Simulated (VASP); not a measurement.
# In3As (Fm-3m) in VASP: a series of runs

The runs below take In3As through single point, relaxation of cell and atoms, with LDA.

Everything below comes from runs of VASP 6.6.1. Logs are shortened: lines on timing, memory, paths and dates and some standing lists are left out, and cuts for length are marked.

## Step 1: The cell of the first run

It takes space group Fm-3m (No. 225, cubic). Conventional cell: a = 7.149 Å, b = 7.149 Å, c = 7.149 Å, α = 90.00°, β = 90.00°, γ = 90.00°. As (site symmetry m-3m) has 14 In at 3.10 to 3.57 Å within 4.1 Å. Within 4.1 Å of In (site symmetry m-3m) lie 8 In at 3.10 Å and 6 As at 3.57 Å. In (site symmetry -43m) has 4 As at 3.10 Å and 10 In at 3.10 to 3.57 Å within 4.1 Å.

## Step 2: Single point, LDA

Input file INCAR:

```
PREC     = Accurate       # precision mode
ENCUT    = 500            # plane-wave cutoff, eV
EDIFF    = 1E-6           # SCF threshold, eV
ISMEAR   = 0              # smearing method
SIGMA    = 0.01           # smearing width, eV
LREAL    = F              # projectors in reciprocal space
LASPH    = T              # aspherical terms in the spheres
NELM     = 120            # most SCF steps
ALGO     = Normal         # electronic algorithm
ISIF     = 2              # what is computed and relaxed
LWAVE    = F              # write WAVECAR
LCHARG   = F              # write CHGCAR
GGA      = CA             # functional
NBANDS   = 30             # bands
GGA_COMPAT= F
```

Input file KPOINTS:

```
Automatic mesh
0
Gamma
  5 5 5
```

Input file POSCAR:

```
In3As
1.0
    0.0000000000      3.5745614902      3.5745614902
    3.5745614902      0.0000000000      3.5745614902
    3.5745614902      3.5745614902      0.0000000000
As In
1 3
Direct
    0.0000000000      0.0000000000      0.0000000000
    0.5000000000      0.5000000000      0.5000000000
    0.2500000000      0.2500000000      0.2500000000
    0.7500000000      0.7500000000      0.7500000000
```

Potentials or basis: VASP PAW LDA potentials, release 64 (As, In_d).

Command:

```console
$ cat potpaw_LDA.64/As/POTCAR potpaw_LDA.64/In_d/POTCAR > POTCAR
$ mpirun -np 1 vasp_std > vasp.out
```

OUTCAR:

```text
PREC = Accurate
   ENCUT = 500
   EDIFF = 1E-6
   ISMEAR = 0
   LREAL = F
   LASPH = T
   NELM = 120
   ISIF = 2
   GGA = CA

 ion  position               nearest neighbor table
   1  0.000  0.000  0.000-   4 3.10   4 3.10   4 3.10   3 3.10   3 3.10   3 3.10   4 3.10   3 3.10

   2  0.500  0.500  0.500-   3 3.10   3 3.10   3 3.10   4 3.10   4 3.10   4 3.10   4 3.10   3 3.10

   3  0.250  0.250  0.250-   1 3.10   1 3.10   1 3.10   2 3.10   2 3.10   2 3.10   2 3.10   1 3.10
                             4 3.57   4 3.57   4 3.57   4 3.57   4 3.57   4 3.57
   4  0.750  0.750  0.750-   2 3.10   2 3.10   2 3.10   1 3.10   1 3.10   1 3.10   2 3.10   1 3.10
                             3 3.57   3 3.57   3 3.57   3 3.57   3 3.57   3 3.57

  LATTYP: Found a face centered cubic cell.
 ALAT       =     7.1491229804

  Lattice vectors:

 A1 = (   0.0000000000,   3.5745614902,   3.5745614902)
 A2 = (   3.5745614902,   0.0000000000,   3.5745614902)
 A3 = (   3.5745614902,   3.5745614902,   0.0000000000)

Analysis of symmetry for initial positions (statically):
=====================================================================
 Subroutine PRICEL returns:
 Original cell was already a primitive cell.

 Routine SETGRP: Setting up the symmetry group for a
 face centered cubic supercell.

 Subroutine GETGRP returns: Found 48 space group operations
 (whereof 48 operations were pure point group operations)
 out of a pool of 48 trial point group operations.

The static configuration has the point symmetry O_h .

Analysis of symmetry for dynamics (positions and initial velocities):
=====================================================================
 Subroutine PRICEL returns:
 Original cell was already a primitive cell.

 Routine SETGRP: Setting up the symmetry group for a
 face centered cubic supercell.

 Subroutine GETGRP returns: Found 48 space group operations
 (whereof 48 operations were pure point group operations)
 out of a pool of 48 trial point group operations.

The dynamic configuration has the point symmetry O_h .

 Subroutine INISYM returns: Found 48 space group operations
 (whereof 48 operations are pure point group operations),
 and found     1 'primitive' translations

----------------------------------------------------------------------------------------

                                     Primitive cell

  volume of cell :      91.3478

  direct lattice vectors                    reciprocal lattice vectors
     0.000000000  3.574561490  3.574561490    -0.139877297  0.139877297  0.139877297
     3.574561490  0.000000000  3.574561490     0.139877297 -0.139877297  0.139877297
     3.574561490  3.574561490  0.000000000     0.139877297  0.139877297 -0.139877297

  length of vectors
     5.055193339  5.055193339  5.055193339     0.242274586  0.242274586  0.242274586

  position of ions in fractional coordinates (direct lattice)
     0.000000000  0.000000000  0.000000000
     0.500000000  0.500000000  0.500000000
     0.250000000  0.250000000  0.250000000
     0.750000000  0.750000000  0.750000000

  ion indices of the primitive-cell ions
   primitive index   ion index
                 1           1
                 2           2
                 3           3
                 4           4

----------------------------------------------------------------------------------------

 KPOINTS: Automatic mesh

Automatic generation of k-mesh.
 Grid dimensions read from file:
 generate k-points for:    5    5    5

 Generating k-lattice:

  Cartesian coordinates                     Fractional coordinates (reciprocal lattice)
    -0.027975459  0.027975459  0.027975459     0.200000000  0.000000000  0.000000000
     0.027975459 -0.027975459  0.027975459     0.000000000  0.200000000  0.000000000
     0.027975459  0.027975459 -0.027975459     0.000000000  0.000000000  0.200000000

  Length of vectors
     0.048454917  0.048454917  0.048454917

  Shift w.r.t. Gamma in fractional coordinates (k-lattice)
     0.000000000  0.000000000  0.000000000

 Subroutine IBZKPT returns following result:
 ===========================================

 Found     10 irreducible k-points:

 Following reciprocal coordinates:
            Coordinates               Weight
  0.000000  0.000000  0.000000      1.000000
  0.200000  0.000000  0.000000      8.000000
  0.400000  0.000000  0.000000      8.000000
  0.200000  0.200000  0.000000      6.000000
  0.400000  0.200000  0.000000     24.000000
 -0.400000  0.200000  0.000000     24.000000
 -0.200000  0.200000  0.000000     12.000000
  0.400000  0.400000  0.000000      6.000000
 -0.400000  0.400000  0.000000     12.000000
 -0.400000  0.400000  0.200000     24.000000
   k-points           NKPTS =     10   k-points in BZ     NKDIM =     10   number of bands    NBANDS=     30
   number of dos      NEDOS =    301   number of ions     NIONS =      4
   total plane-waves  NPLWV =  64000
   dimension x,y,z NGX =    40 NGY =   40 NGZ =   40
   dimension x,y,z NGXF=    80 NGYF=   80 NGZF=   80
   ions per type =               1   3
   NGX,Y,Z   is equivalent  to a cutoff of  13.15, 13.15, 13.15 a.u.
   NGXF,Y,Z  is equivalent  to a cutoff of  26.31, 26.31, 26.31 a.u.
 SYSTEM =  unknown system
   PREC   = accura    normal or accurate (medium, high low for compatibility)
   ISTART =      0    job   : 0-new  1-cont  2-samecut
   ICHARG =      2    charge: 1-file 2-atom 10-const
   ISPIN  =      1    spin polarized calculation?
   LNONCOLLINEAR =      F non collinear calculations
   LSORBIT =      F    spin-orbit coupling
   LASPH  =      T    aspherical Exc in radial PAW
   ENCUT  =  500.0 eV  36.75 Ry    6.06 a.u.   9.22  9.22  9.22*2*pi/ulx,y,z
   NELM   =    120;   NELMIN=  2; NELMDL= -5     # of ELM steps
   EDIFF  = 0.1E-05   stopping-criterion for ELM
   LREAL  =      F    real-space projection
   EDIFFG = 0.1E-04   stopping-criterion for IOM
   NSW    =      0    number of steps for IOM
   IBRION =     -1    ionic relax: 0-MD 1-quasi-New 2-CG
   NFREE  =      0    steps in history (QN), initial steepest desc. (CG)
   ISIF   =      2    stress and relaxation
   ISYM   =      2    0-nonsym 1-usesym 2-fastsym
   POTIM  = 0.5000    time-step for ionic-motion
   TEBEG  =    0.0;   TEEND  =   0.0 temperature during run
   PSTRESS=    0.0 pullay stress
   NELECT =      44.0000    total number of electrons
   NUPDOWN=      -1.0000    fix difference up-down
   EMIN   =  10.00;   EMAX   =-10.00  energy-range for DOS
   EFERMI =   0.00;   METHOD = LEGACY
   ISMEAR =     0;   SIGMA  =   0.01  broadening in eV -4-tet -1-fermi 0-gaus
   EFERMI_NEDOS =   21; number of points for ismear=-14 and -15
   IALGO  =     38    algorithm
   IMIX   =      4    mixing-type and parameters
     AMIX     =   0.40;   BMIX     =  1.00
     AMIX_MAG =   1.60;   BMIX_MAG =  1.00
  volume/ion in A,a.u.               =      22.84       154.11
  Fermi-wavevector in a.u.,A,eV,Ry     =   1.283294  2.425075 22.406679  1.646844
  Thomas-Fermi vector in A             =   2.415556
   LORBIT       =      0    0 simple, 1 ext, 2 COOP (PROOUT), +10 PAW based schemes
   GGA     = CA    functional components
   LHFCALC =     F    Hartree Fock is set to
   AEXX    =    0.0000 exact exchange contribution
   IVDW    =     0    specifies the selected vdW correction
   LEPSILON=     F    determine dielectric tensor
   LRPA    =     F    only Hartree local field effects (RPA)
 non-spin polarized calculation
 Gauss-broadening in eV      SIGMA  =   0.01
  energy-cutoff  :      500.00
  volume of cell :       91.35
 maximum number of plane-waves:      2334
 NGX is ok and might be reduce to    40
   NGX = 19   NGY = 19   NGZ = 19

 number of electron      43.9999995 magnetization

 Free energy of the ion-electron system (eV)
  ---------------------------------------------------
  ext. energy  EPLUGINS =         0.00000000
  ---------------------------------------------------
  free energy    TOTEN  =       -14.81005315 eV

  energy without entropy =      -14.80937474  energy(sigma->0) =      -14.80971395

 E-fermi :   7.9398     XC(G=0): -10.9205

 val. band max:        7.8397339012   @ k =  -0.2000   0.2000   0.0000
 cond. band min:       7.9466650939   @ k =  -0.4000   0.2000   0.0000
 fundamental gap:      0.1069311927
 Fermi energy:         7.9398243904

 k-point     1 :       0.0000    0.0000    0.0000
  band No.  band energies     occupation
      1      -6.9852      2.00000
      2      -6.9852      2.00000
      3      -6.9321      2.00000
      4      -6.9321      2.00000
      5      -6.9321      2.00000
      6      -6.7981      2.00000
[... 22 lines left out ...]
     29      12.9994      0.00000
     30      12.9994      0.00000

 k-point     2 :       0.2000    0.0000    0.0000
  band No.  band energies     occupation
      1      -6.9715      2.00000
      2      -6.9663      2.00000
      3      -6.9663      2.00000
      4      -6.9474      2.00000
      5      -6.9474      2.00000
      6      -6.7603      2.00000
[... 22 lines left out ...]
     29      14.2849      0.00000
     30      14.2849      0.00000

 k-point     3 :       0.4000    0.0000    0.0000
  band No.  band energies     occupation
      1      -7.0002      2.00000
      2      -7.0002      2.00000
      3      -6.9615      2.00000
      4      -6.8710      2.00000
      5      -6.8710      2.00000
      6      -6.7212      2.00000
[... 22 lines left out ...]
     29      13.9151      0.00000
     30      14.1366      0.00000

 k-point     4 :       0.2000    0.2000    0.0000
  band No.  band energies     occupation
      1      -6.9865      2.00000
      2      -6.9865      2.00000
      3      -6.9571      2.00000
      4      -6.9443      2.00000
      5      -6.9206      2.00000
      6      -6.8097      2.00000
[... 154 lines left out ...]
     29      13.6238      0.00000
     30      14.2949      0.00000

 k-point     9 :      -0.4000    0.4000    0.0000
  band No.  band energies     occupation
      1      -7.0150      2.00000
      2      -7.0001      2.00000
      3      -6.9880      2.00000
      4      -6.9459      2.00000
      5      -6.7824      2.00000
      6      -6.7746      2.00000
[... 22 lines left out ...]
     29      14.4518      0.00000
     30      14.8924      0.00000

 k-point    10 :      -0.4000    0.4000    0.2000
  band No.  band energies     occupation
      1      -7.0138      2.00000
      2      -7.0052      2.00000
      3      -6.9636      2.00000
      4      -6.9299      2.00000
      5      -6.8360      2.00000
      6      -6.7504      2.00000
[... 22 lines left out ...]
     29      14.1249      0.00000
     30      15.0837      0.00000

------------------------ aborting loop because EDIFF is reached ----------------------------------------

  FORCE on cell =-STRESS in cart. coord.  units (eV):
  Direction    XX          YY          ZZ          XY          YZ          ZX
  --------------------------------------------------------------------------------------
  -------------------------------------------------------------------------------------
  Total        0.0637170      0.0637170      0.0637170      0.0000000     -0.0000000     -0.0000000
  in kB        1.1175508      1.1175508      1.1175508      0.0000000     -0.0000000     -0.0000000
  external PRESSURE =       1.1175508 kB  Pullay stress =       0.0000000 kB

 VOLUME and BASIS-vectors are now :
 -----------------------------------------------------------------------------
  energy-cutoff  :      500.00
  volume of cell :       91.35
      direct lattice vectors                 reciprocal lattice vectors
     0.000000000  3.574561490  3.574561490    -0.139877297  0.139877297  0.139877297
     3.574561490  0.000000000  3.574561490     0.139877297 -0.139877297  0.139877297
     3.574561490  3.574561490  0.000000000     0.139877297  0.139877297 -0.139877297

 POSITION                                       TOTAL-FORCE (eV/Angst)
 -----------------------------------------------------------------------------------
      0.00000      0.00000      0.00000        -0.000000      0.000000     -0.000000
      3.57456      3.57456      3.57456        -0.000000      0.000000     -0.000000
      1.78728      1.78728      1.78728         0.000000      0.000000      0.000000
      5.36184      5.36184      5.36184        -0.000000     -0.000000     -0.000000
 -----------------------------------------------------------------------------------
    total drift:                               -0.000000     -0.000000      0.000000

  FREE ENERGIE OF THE ION-ELECTRON SYSTEM (eV)
  ---------------------------------------------------
  free  energy   TOTEN  =       -14.8100531542 eV

  energy  without entropy=      -14.8093747364  energy(sigma->0) =      -14.80971395
```

It took 22 s on 1 thread of AMD EPYC 7R13 (Zen 3), shared host; peak memory 0.17 GiB.

What came out:

```yaml
Free_energy: -14.8101 eV
Pressure: 0.1 GPa
Band_gap_on_the_k_mesh: zero (bands 22 and 23 overlap by 2.28 eV)
```

Levels at points of the mesh, in eV from the Fermi level:
```tsv
k point	band 18	band 19	band 20	band 21	band 22	band 23	band 24	band 25	band 26	band 27
(0.00, 0.00, 0.00)	-2.12	-2.12	-2.12	-2.02	-0.29	-0.29	-0.29	0.73	0.86	0.86
```

Caveat: spin-orbit coupling is left out, which moves the levels of the heavy elements.

## Step 3: Relaxation of cell and atoms, LDA

This run uses another cell than the first one, of 25.53 Å³/atom.

Input file INCAR:

```
PREC = Accurate
ENCUT = 500
EDIFF = 1E-7
ISMEAR = 0
SIGMA = 0.01
LREAL = F
LASPH = T
NELM = 120
ALGO = Normal
ISIF = 3
LWAVE = F
LCHARG = F
IBRION = 2
NSW = 80
EDIFFG = -0.02
GGA_COMPAT = F
NELMIN = 4
```

Input file KPOINTS:

```
regular mesh
0
Gamma
  5 5 5
```

Input file POSCAR:

```
In3As
1.0
    0.0000000000      3.7100000000      3.7100000000
    3.7100000000      0.0000000000      3.7100000000
    3.7100000000      3.7100000000      0.0000000000
As In
1 3
Direct
    0.0000000000      0.0000000000      0.0000000000
    0.5000000000      0.5000000000      0.5000000000
    0.2500000000      0.2500000000      0.2500000000
    0.7500000000      0.7500000000      0.7500000000
```

Potentials or basis: VASP PAW LDA potentials, release 64 (As, In_d).

Command:

```console
$ cat potpaw_LDA.64/As/POTCAR potpaw_LDA.64/In_d/POTCAR > POTCAR
$ mpirun -np 1 vasp_std > vasp.out
```

OUTCAR:

```text
PREC = Accurate
   ENCUT = 500
   EDIFF = 1E-7
   ISMEAR = 0
   LREAL = F
   LASPH = T
   NELM = 120
   ISIF = 3
   IBRION = 2
   NSW = 80
   EDIFFG = -0.02
   NELMIN = 4

 ion  position               nearest neighbor table
   1  0.000  0.000  0.000-   4 3.21   4 3.21   4 3.21   3 3.21   3 3.21   3 3.21   4 3.21   3 3.21

   2  0.500  0.500  0.500-   3 3.21   3 3.21   3 3.21   4 3.21   4 3.21   4 3.21   4 3.21   3 3.21

   3  0.250  0.250  0.250-   1 3.21   1 3.21   1 3.21   2 3.21   2 3.21   2 3.21   2 3.21   1 3.21
                             4 3.71   4 3.71   4 3.71   4 3.71   4 3.71   4 3.71
   4  0.750  0.750  0.750-   2 3.21   2 3.21   2 3.21   1 3.21   1 3.21   1 3.21   2 3.21   1 3.21
                             3 3.71   3 3.71   3 3.71   3 3.71   3 3.71   3 3.71

  LATTYP: Found a face centered cubic cell.
[... 180 lines left out ...]
  -------------------------------------------------------------------------------------
  Total       -3.2406025     -3.2406025     -3.2406025      0.0000000      0.0000000      0.0000000
  in kB      -50.8375517    -50.8375517    -50.8375517      0.0000000      0.0000000      0.0000000
  external PRESSURE =     -50.8375517 kB  Pullay stress =       0.0000000 kB
[... 63 lines left out ...]
--------------------------------------- Ionic step        3  -------------------------------------------

 number of electron      43.9999994 magnetization

 Free energy of the ion-electron system (eV)
  ---------------------------------------------------
  ext. energy  EPLUGINS =         0.00000000
  ---------------------------------------------------
  free energy    TOTEN  =       -14.81402864 eV

  energy without entropy =      -14.81335022  energy(sigma->0) =      -14.81368943

 E-fermi :   7.9248     XC(G=0): -10.9142

 val. band max:        7.8249176900   @ k =  -0.2000   0.2000   0.0000
 cond. band min:       7.9316080993   @ k =  -0.4000   0.2000   0.0000
 fundamental gap:      0.1066904092
 Fermi energy:         7.9247673958

 k-point     1 :       0.0000    0.0000    0.0000
  band No.  band energies     occupation
      1      -6.9992      2.00000
      2      -6.9992      2.00000
      3      -6.9468      2.00000
      4      -6.9468      2.00000
      5      -6.9468      2.00000
      6      -6.8124      2.00000
[... 310 lines left out ...]
  FREE ENERGIE OF THE ION-ELECTRON SYSTEM (eV)
  ---------------------------------------------------
  free  energy   TOTEN  =       -14.8140286368 eV

  energy  without entropy=      -14.8133502190  energy(sigma->0) =      -14.81368943

 reached required accuracy - stopping structural energy minimisation
```

OSZICAR:

```text
N       E                     dE             d eps       ncg     rms          rms(c)
DAV:   1     0.377741630619E+03    0.37774E+03   -0.21327E+04   520   0.215E+03
DAV:   2     0.210035013941E+02   -0.35674E+03   -0.35332E+03   520   0.460E+02
DAV:   3    -0.134549674956E+02   -0.34458E+02   -0.33530E+02   646   0.172E+02
[... 29 lines left out ...]
DAV:   5    -0.148140278538E+02    0.21829E-04   -0.63850E-05   794   0.141E-01    0.217E-02
DAV:   6    -0.148140285197E+02   -0.66591E-06   -0.11261E-05   724   0.290E-02    0.100E-02
DAV:   7    -0.148140289754E+02   -0.45561E-06   -0.51114E-06   652   0.376E-02    0.320E-03
DAV:   8    -0.148140286299E+02    0.34546E-06   -0.13462E-06   666   0.243E-02    0.101E-03
DAV:   9    -0.148140286368E+02   -0.68867E-08   -0.20753E-07   318   0.564E-03
   3 F= -.14814029E+02 E0= -.14813689E+02  d E =-.193112E+00
```

Wall time 60 s (1 thread of AMD EPYC 7R13 (Zen 3), shared host); peak memory 0.18 GiB.

What came out:

- Free energy: -14.8140 eV
- Relaxed volume: 22.87 Å³/atom
- Relaxed cell: a = 5.057 Å, b = 5.057 Å, c = 5.057 Å, α = 60.00°, β = 60.00°, γ = 60.00°
- Space group after relaxing (to 0.1 Å): Fm-3m (No. 225)
- Energy gained by relaxing: 48.3 meV/atom
- Ionic steps: 3
- Pressure after relaxing: 0.0 GPa
- Band gap on the k mesh: zero (bands 22 and 23 overlap by 2.27 eV)

The path:
| step | energy change (eV) | largest force (eV/Å) | pressure (GPa) | volume (Å³) |
| --- | --- | --- | --- | --- |
| 1 | 0.0000 | 0.0000 | -5.08 | 102.13 |
| 2 | -0.1914 | 0.0000 | 0.63 | 90.62 |
| 3 | -0.1931 | 0.0000 | 0.01 | 91.47 |

Final structure:
```
CELL_PARAMETERS angstrom
0.00000 3.57613 3.57613
3.57613 0.00000 3.57613
3.57613 3.57613 0.00000
ATOMIC_POSITIONS crystal
As 0.00000 0.00000 0.00000
In 0.50000 0.50000 0.50000
In 0.25000 0.25000 0.25000
In 0.75000 0.75000 0.75000
```

Caveat: spin-orbit coupling is left out, which moves the levels of the heavy elements.

The gap in the log of VASP goes by the Fermi energy; the results here count the filled bands.